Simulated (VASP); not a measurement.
Set up this calculation in VASP 6.6.1, as the native input.

| Quantity | Value |
| --- | --- |
| Task | single point |
| Functional | PBEsol |
| Potentials or basis | VASP PAW PBE potentials, release 64 (W_sv, C) |
| Cutoff | 520 eV |
| k mesh | 11 × 11 × 10 |
| Occupations | methfessel-paxton, width 0.1 eV |
| Spin | no spin polarisation |
| Dipole correction | no |
| Further INCAR settings | ALGO = Normal; EDIFF = 1e-06; NBANDS = 16 |

The structure of WC (Qusongite) lies in POSCAR:

```
WC
1.0
    2.9065000000      0.0000000000      0.0000000000
   -1.4532500000      2.5171030000      0.0000000000
    0.0000000000      0.0000000000      2.8366000000
W C
1 1
Direct
    0.0000000000      0.0000000000      0.0000000000
    0.6666666667      0.3333333333      0.5000000000
```

One way to write it, as run:

INCAR

```
SYSTEM = WC
  PREC = Accurate
  ENCUT = 520
  EDIFF = 1E-6
  ISMEAR = 1
  SIGMA = 0.1
  LREAL = .FALSE.
  LASPH = .TRUE.
  NELM = 60
  ALGO = Normal
  ISIF = 2
  LWAVE = .FALSE.
  LCHARG = .FALSE.
  GGA = PS
  NBANDS = 16
```

KPOINTS

```
Automatic mesh
0
G
  11 11 10
  0 0 0
```

Potentials or basis: VASP PAW PBE potentials, release 64 (W_sv, C).

The run is started by

```bash
$ cat potpaw_PBE.64/W_sv/POTCAR potpaw_PBE.64/C/POTCAR > POTCAR
$ mpirun -np 1 vasp_std > vasp.out
```

Results of the run:

The pressure is -2.1 GPa and the band gap on the k mesh is zero (band 9 reaches 11.59 eV, above the bottom of band 10 at 10.33 eV).

Caveat: the PAW data sets were made with another functional, which shifts forces and pressure a little; spin-orbit coupling is left out, which moves the levels of the heavy elements.

Run time: 12 s on 1 thread of Intel(R) Xeon(R) Platinum 8559C (Emerald Rapids) (shared host), peak memory 0.16 GiB.
